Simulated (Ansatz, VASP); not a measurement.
**TaN: VASP beside Ansatz**

INCAR

```
SYSTEM = TaN
PREC = Accurate
ENCUT = 520
EDIFF = 1E-7
ISMEAR = 0
SIGMA = 0.05
LREAL = .False.
LASPH = .True.
NELM = 150
ALGO = Normal
ISIF = 2
LWAVE = .False.
LCHARG = .False.
LNONCOLLINEAR = .True.
MAGMOM = 0 0 0 0 0 0
LORBIT = 11
LSORBIT = .True.
GGA_COMPAT = .False.
LORBMOM = .True.
LMAXMIX = 4
LDAU = .True.
LDAUTYPE = 2
LDAUL = 2 -1
LDAUU = 3 0
LDAUJ = 0 0
LDAUPRINT = 1
GGA = RP
IVDW = 12
NBANDS = 28
```

Contents of KPOINTS:

```
Automatic mesh
0
Gamma
  8 8 7
  0 0 0
```

POSCAR

```
TaN
1.0
    2.9182812851      0.0000000000      0.0000000000
   -1.4591406425      2.5273057282      0.0000000000
    0.0000000000      0.0000000000      2.8636504237
Ta N
1 1
Direct
    0.0000000000      0.0000000000      0.5000000000
    0.6666666667      0.3333333333      0.0000000000
```

File input.yaml:

```yaml
crystal:
  lattice:
    - [2.9182812851, 0.0, 0.0]
    - [-1.4591406425, 2.5273057282, 0.0]
    - [0.0, 0.0, 2.8636504237]
  atoms:
    - { symbol: Ta, position: [0.0, 0.0, 0.5] }
    - { symbol: "N", position: [0.6666666667, 0.3333333333, 0.0] }
kpoints:
  mp_grid: { grid: [8, 8, 7] }
scf:
  occupations: { method: gaussian, width: 0.05 }
hamiltonian:
  xc: rpbe
  dispersion: d3bj
  pseudopotentials: { kind: all_electron, lapw: { basis_error: 0.001 } }
  hubbard:
    sites: [{ species: Ta, l: d, u_eff: 3 }]
    double_counting: fll
    projectors: ortho-atomic
magnetization:
  noncollinear: true
  spin_orbit: true
output:
  forces: true
  stress: true
  eigenvalues: true
  hubbard: {}
```

Change from the starting cell: volume scaled by 0.98.

Alike in both runs: task single point; functional RPBE; dispersion D3(BJ); k mesh 8 × 8 × 7; occupations gaussian, width 0.05 eV; non-collinear spin, spin-orbit coupling; Hubbard terms Ta d U = 3.0 eV.

|  | VASP | Ansatz |
| --- | --- | --- |
| version | VASP 6.6.1 | Ansatz 0.2.0 |
| potentials or method | VASP PAW PBE potentials, release 64 (Ta_pv, N), cutoff 520 eV | all-electron LAPW, relativistic spinors |

```csv
,VASP,Ansatz,Ansatz less VASP
pressure (GPa),-16.0,-24.5,-8.51
"traceless stress, the component that is largest in VASP (GPa)",1.87,0.28,-1.591
net moment per atom (μB),0.00,0.00,0.000
```

VASP's potentials were made for PBE, not for RPBE. The programs project onto different local orbitals, so the same U acts differently, and such runs can settle in different states. Ansatz ran all-electron here, and VASP with PAW potentials.

Noted on Ansatz's run: U is the effective U less J, on atomic orbitals that reach past the spheres.
